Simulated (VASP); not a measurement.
Input of a VASP 6.6.1 run:

INCAR

```
ALGO = Normal ; EDIFF = 1E-6
ENCUT = 520 ; GGA = PE
ISIF = 2 ; ISMEAR = 0
IVDW = 12 ; LASPH = True
LCHARG = False ; LREAL = False
LWAVE = False ; NBANDS = 22
NELM = 100 ; PREC = Accurate
SIGMA = 0.05
```

KPOINTS

```
k-points
0
Gamma
  8 8 4
```

File POSCAR:

```
F
1.0
    2.6947759422     -1.7473839017      0.2843876124
    2.6947759422      1.7473839017      0.2843876124
   -0.8131721620      0.0000000000      6.5821129623
F
4
Direct
    0.9138648456      0.5855481450      0.0939279973
    0.4144518550      0.0861351544      0.4060720027
    0.0861351544      0.4144518550      0.9060720027
    0.5855481450      0.9138648456      0.5939279973
```

Potentials or basis: VASP PAW PBE potentials, release 64 (F).

Run with:

```bash
$ cat potpaw_PBE.64/F/POTCAR > POTCAR
$ mpirun -np 1 vasp_std > vasp.out
```

Task: What does it give for the largest force?

Result: 1.747 eV/Å.

Task: Estimate the band gap on the k mesh.

Result: 3.32 eV.

Stress tensor (GPa, compression positive):
```
-0.03  0.00 -1.25
 0.00  2.23  0.00
-1.25  0.00  9.90
```

Caveat: the cell stands under pressure; forces of over 1 eV/Å act on the atoms, so gaps and moduli don't describe the material at rest. A k mesh can miss the band edges.
